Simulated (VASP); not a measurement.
# Sn (P6_3/mmc) in VASP: relaxation of cell and atoms with PBE

Aim: the relaxation of cell and atoms of Sn with PBE.

All numbers are computed with VASP 6.6.1; they aren't measurements. Logs are shortened: lines on timing, memory, paths and dates and some standing lists are left out, and cuts for length are marked.

### 1 The cell of the first run

The structure is hexagonal, space group P6_3/mmc (No. 194). Conventional cell: a = 3.414 Å, b = 3.414 Å, c = 11.096 Å, α = 90.00°, β = 90.00°, γ = 120.00°. Sn (site symmetry -3m) has 12 Sn at 3.40 to 3.41 Å within 4.5 Å. Within 4.5 Å of Sn (site symmetry -6m2) lie 12 Sn at 3.40 to 3.41 Å.

This isn't the form of Sn at room conditions, which is tetragonal (white tin).

### 2 Relaxation of cell and atoms, PBE

Input file INCAR:

```
ALGO = Normal
EDIFF = 1E-7
EDIFFG = -0.005
ENCUT = 600
GGA = PE
IBRION = 2
ISIF = 3
ISMEAR = -1
LASPH = T
LCHARG = F
LREAL = F
LWAVE = F
NELM = 80
NSW = 60
PREC = Accurate
SIGMA = 0.1
```

Input file KPOINTS:

```
k-points
0
Gamma
  12 12 3
```

Input file POSCAR:

```
Sn
1.0
    3.4140353215      0.0000000000      0.0000000000
   -1.7070176608      2.9566413178      0.0000000000
    0.0000000000      0.0000000000     11.0956147949
Sn
4
Direct
    0.0000000000      0.0000000000      0.0000000000
    0.0000000000      0.0000000000      0.5000000000
    0.3333333333      0.6666666667      0.2500000000
    0.6666666667      0.3333333333      0.7500000000
```

Potentials or basis: VASP PAW PBE potentials, release 64 (Sn_d).

Launch:

```
cat potpaw_PBE.64/Sn_d/POTCAR > POTCAR
mpirun -np 1 vasp_std > vasp.out
```

OUTCAR:

```text
EDIFF = 1E-7
   EDIFFG = -0.005
   ENCUT = 600
   GGA = PE
   IBRION = 2
   ISIF = 3
   ISMEAR = -1
   LASPH = T
   LREAL = F
   NELM = 80
   NSW = 60
   PREC = Accurate

 ion  position               nearest neighbor table
   1  0.000  0.000  0.000-   3 3.40   4 3.40   3 3.40   4 3.40   4 3.40   3 3.40
   2  0.000  0.000  0.500-   3 3.40   4 3.40   3 3.40   4 3.40   4 3.40   3 3.40
   3  0.333  0.667  0.250-   1 3.40   2 3.40   1 3.40   2 3.40   1 3.40   2 3.40
   4  0.667  0.333  0.750-   1 3.40   2 3.40   1 3.40   2 3.40   1 3.40   2 3.40

  LATTYP: Found a hexagonal cell.
 ALAT       =     3.4140353215
 C/A-ratio  =     3.2500000000

  Lattice vectors:

 A1 = (   3.4140353215,   0.0000000000,   0.0000000000)
 A2 = (  -1.7070176608,   2.9566413178,   0.0000000000)
 A3 = (   0.0000000000,   0.0000000000,  11.0956147949)

Analysis of symmetry for initial positions (statically):
=====================================================================
 Subroutine PRICEL returns:
 Original cell was already a primitive cell.

 Routine SETGRP: Setting up the symmetry group for a
 hexagonal supercell.

 Subroutine GETGRP returns: Found 24 space group operations
 (whereof 12 operations were pure point group operations)
 out of a pool of 24 trial point group operations.

The static configuration has the point symmetry D_3d.
 The point group associated with its full space group is D_6h.

Analysis of symmetry for dynamics (positions and initial velocities):
=====================================================================
 Subroutine PRICEL returns:
 Original cell was already a primitive cell.

 Routine SETGRP: Setting up the symmetry group for a
 hexagonal supercell.

 Subroutine GETGRP returns: Found 24 space group operations
 (whereof 12 operations were pure point group operations)
 out of a pool of 24 trial point group operations.

The dynamic configuration has the point symmetry D_3d.
 The point group associated with its full space group is D_6h.

 Subroutine INISYM returns: Found 24 space group operations
 (whereof 12 operations are pure point group operations),
 and found     1 'primitive' translations

----------------------------------------------------------------------------------------

                                     Primitive cell

  volume of cell :     112.0000

  direct lattice vectors                    reciprocal lattice vectors
     3.414035322  0.000000000  0.000000000     0.292908510  0.169110807  0.000000000
    -1.707017661  2.956641318  0.000000000     0.000000000  0.338221614  0.000000000
     0.000000000  0.000000000 11.095614795     0.000000000  0.000000000  0.090125695

  length of vectors
     3.414035322  3.414035321 11.095614795     0.338221614  0.338221614  0.090125695

  position of ions in fractional coordinates (direct lattice)
     0.000000000  0.000000000  0.000000000
     0.000000000  0.000000000  0.500000000
     0.333333333  0.666666667  0.250000000
     0.666666667  0.333333333  0.750000000

  ion indices of the primitive-cell ions
   primitive index   ion index
                 1           1
                 2           2
                 3           3
                 4           4

----------------------------------------------------------------------------------------

 KPOINTS: k-points

Automatic generation of k-mesh.
 Grid dimensions read from file:
 generate k-points for:   12   12    3

 Generating k-lattice:

  Cartesian coordinates                     Fractional coordinates (reciprocal lattice)
     0.024409043  0.014092567  0.000000000     0.083333333  0.000000000  0.000000000
     0.000000000  0.028185135  0.000000000     0.000000000  0.083333333  0.000000000
     0.000000000  0.000000000  0.030041898     0.000000000  0.000000000  0.333333333

  Length of vectors
     0.028185135  0.028185135  0.030041898

  Shift w.r.t. Gamma in fractional coordinates (k-lattice)
     0.000000000  0.000000000  0.000000000

 Subroutine IBZKPT returns following result:
 ===========================================

 Found     38 irreducible k-points:

 Following reciprocal coordinates:
            Coordinates               Weight
  0.000000  0.000000  0.000000      1.000000
  0.083333  0.000000  0.000000      6.000000
  0.166667  0.000000  0.000000      6.000000
  0.250000  0.000000  0.000000      6.000000
  0.333333 -0.000000  0.000000      6.000000
  0.416667  0.000000  0.000000      6.000000
[... 16 lines left out ...]
  0.250000  0.000000  0.333333     12.000000
  0.333333 -0.000000  0.333333     12.000000
 [... further k-points ...]
   k-points           NKPTS =     38   k-points in BZ     NKDIM =     38   number of bands    NBANDS=     33
   number of dos      NEDOS =    301   number of ions     NIONS =      4
   total plane-waves  NPLWV =  70560
   dimension x,y,z NGX =    28 NGY =   28 NGZ =   90
   dimension x,y,z NGXF=    56 NGYF=   56 NGZF=  180
   ions per type =               4
   NGX,Y,Z   is equivalent  to a cutoff of  13.63, 13.63, 13.48 a.u.
   NGXF,Y,Z  is equivalent  to a cutoff of  27.27, 27.27, 26.97 a.u.
 SYSTEM =  unknown system
   PREC   = accura    normal or accurate (medium, high low for compatibility)
   ISTART =      0    job   : 0-new  1-cont  2-samecut
   ICHARG =      2    charge: 1-file 2-atom 10-const
   ISPIN  =      1    spin polarized calculation?
   LNONCOLLINEAR =      F non collinear calculations
   LSORBIT =      F    spin-orbit coupling
   LASPH  =      T    aspherical Exc in radial PAW
   ENCUT  =  600.0 eV  44.10 Ry    6.64 a.u.   6.82  6.82 22.16*2*pi/ulx,y,z
   NELM   =     80;   NELMIN=  2; NELMDL= -5     # of ELM steps
   EDIFF  = 0.1E-06   stopping-criterion for ELM
   LREAL  =      F    real-space projection
   EDIFFG = -.5E-02   stopping-criterion for IOM
   NSW    =     60    number of steps for IOM
   IBRION =      2    ionic relax: 0-MD 1-quasi-New 2-CG
   NFREE  =      1    steps in history (QN), initial steepest desc. (CG)
   ISIF   =      3    stress and relaxation
   ISYM   =      2    0-nonsym 1-usesym 2-fastsym
   POTIM  = 0.5000    time-step for ionic-motion
   TEBEG  =    0.0;   TEEND  =   0.0 temperature during run
   PSTRESS=    0.0 pullay stress
   NELECT =      56.0000    total number of electrons
   NUPDOWN=      -1.0000    fix difference up-down
   EMIN   =  10.00;   EMAX   =-10.00  energy-range for DOS
   EFERMI =   0.00;   METHOD = LEGACY
   ISMEAR =    -1;   SIGMA  =   0.10  broadening in eV -4-tet -1-fermi 0-gaus
   EFERMI_NEDOS =   21; number of points for ismear=-14 and -15
   IALGO  =     38    algorithm
   IMIX   =      4    mixing-type and parameters
     AMIX     =   0.40;   BMIX     =  1.00
     AMIX_MAG =   1.60;   BMIX_MAG =  1.00
  volume/ion in A,a.u.               =      28.00       188.95
  Fermi-wavevector in a.u.,A,eV,Ry     =   1.299366  2.455446 22.971424  1.688352
  Thomas-Fermi vector in A             =   2.430634
   LORBIT       =      0    0 simple, 1 ext, 2 COOP (PROOUT), +10 PAW based schemes
   GGA     = PE    functional components
   LHFCALC =     F    Hartree Fock is set to
   AEXX    =    0.0000 exact exchange contribution
   IVDW    =     0    specifies the selected vdW correction
   LEPSILON=     F    determine dielectric tensor
   LRPA    =     F    only Hartree local field effects (RPA)
 conjugate gradient relaxation of ions
 non-spin polarized calculation
  energy-cutoff  :      600.00
  volume of cell :      112.00
 maximum number of plane-waves:      3758
 NGX is ok and might be reduce to    28
   NGX = 13   NGY = 13   NGZ = 45

--------------------------------------- Ionic step        1  -------------------------------------------

 number of electron      55.9999987 magnetization

 Free energy of the ion-electron system (eV)
  ---------------------------------------------------
  ext. energy  EPLUGINS =         0.00000000
  ---------------------------------------------------
  free energy    TOTEN  =       -15.17731483 eV

  energy without entropy =      -15.10311921  energy(sigma->0) =      -15.14021702

------------------------ aborting loop because EDIFF is reached ----------------------------------------

  FORCE on cell =-STRESS in cart. coord.  units (eV):
  Direction    XX          YY          ZZ          XY          YZ          ZX
  --------------------------------------------------------------------------------------
  -------------------------------------------------------------------------------------
  Total       -0.0879486     -0.0879486     -0.1111492      0.0000000     -0.0000000      0.0000000
  in kB       -1.2581184     -1.2581184     -1.5900058      0.0000000     -0.0000000      0.0000000
  external PRESSURE =      -1.3687476 kB  Pullay stress =       0.0000000 kB
[... 61 lines left out ...]
  energy  without entropy=      -15.1033225047  energy(sigma->0) =      -15.14038632

--------------------------------------- Ionic step        3  -------------------------------------------

 number of electron      55.9999986 magnetization

 Free energy of the ion-electron system (eV)
  ---------------------------------------------------
  ext. energy  EPLUGINS =         0.00000000
  ---------------------------------------------------
  free energy    TOTEN  =       -15.17745542 eV

  energy without entropy =      -15.10331679  energy(sigma->0) =      -15.14038610

 E-fermi :   7.7501     XC(G=0): -10.2401

 val. band max:        7.7459529767   @ k =   0.1667   0.1667   0.3333
 cond. band min:       7.7606424992   @ k =   0.1667   0.1667   0.0000
 fundamental gap:      0.0146895225
 Fermi energy:         7.7501115654

 k-point     1 :       0.0000    0.0000    0.0000
  band No.  band energies     occupation
      1     -13.7450      2.00000
      2     -13.7436      2.00000
      3     -13.7386      2.00000
      4     -13.7386      2.00000
      5     -13.7345      2.00000
      6     -13.7345      2.00000
[... 853 lines left out ...]
     32      10.9468      0.00000
     33      11.8541      0.00000

 [... further k-points ...]
[... 5 lines left out ...]
  --------------------------------------------------------------------------------------
  -------------------------------------------------------------------------------------
  Total        0.0036720      0.0036720     -0.0102506     -0.0000000     -0.0000000     -0.0000000
  in kB        0.0526800      0.0526800     -0.1470583     -0.0000000     -0.0000000     -0.0000000
  external PRESSURE =      -0.0138994 kB  Pullay stress =       0.0000000 kB
[... 19 lines left out ...]
  FREE ENERGIE OF THE ION-ELECTRON SYSTEM (eV)
  ---------------------------------------------------
  free  energy   TOTEN  =       -15.1774554155 eV

  energy  without entropy=      -15.1033167879  energy(sigma->0) =      -15.14038610

 reached required accuracy - stopping structural energy minimisation
```

It took 6.6 min on 1 thread of Oxide Virtual Turin-like, shared host; peak memory 0.3 GiB.

What came out:

```
Free energy                           : -15.1775 eV
Relaxed volume                        : 27.92 Å³/atom
Relaxed cell                          : a = 3.411 Å, b = 3.411 Å, c = 11.083 Å, α = 90.00°, β = 90.00°, γ = 120.00°
Space group after relaxing (to 0.1 Å) : P6_3/mmc (No. 194)
Energy gained by relaxing             : 0.0 meV/atom
Ionic steps                           : 3
Pressure after relaxing               : 0.0 GPa
Band gap on the k mesh                : zero (bands 28 and 29 overlap by 8.08 eV)
```

Step by step:
```tsv
step	energy change (eV)	largest force (eV/Å)	pressure (GPa)	volume (Å³)
1	0.0000	0.0000	-0.14	112.00
2	-0.0001	0.0000	0.03	111.61
3	-0.0001	0.0000	0.00	111.68
```

Final structure:
```yaml
crystal:
  lattice:
    - [3.41103, 0.00000, 0.00000]
    - [-1.70551, 2.95404, 0.00000]
    - [0.00000, 0.00000, 11.08327]
  atoms:
    - { symbol: Sn, position: [0.00000, 0.00000, 0.00000] }
    - { symbol: Sn, position: [0.00000, 0.00000, 0.50000] }
    - { symbol: Sn, position: [0.33333, 0.66667, 0.25000] }
    - { symbol: Sn, position: [0.66667, 0.33333, 0.75000] }
```

Caveat: spin-orbit coupling is left out, which moves the levels of the heavy elements.
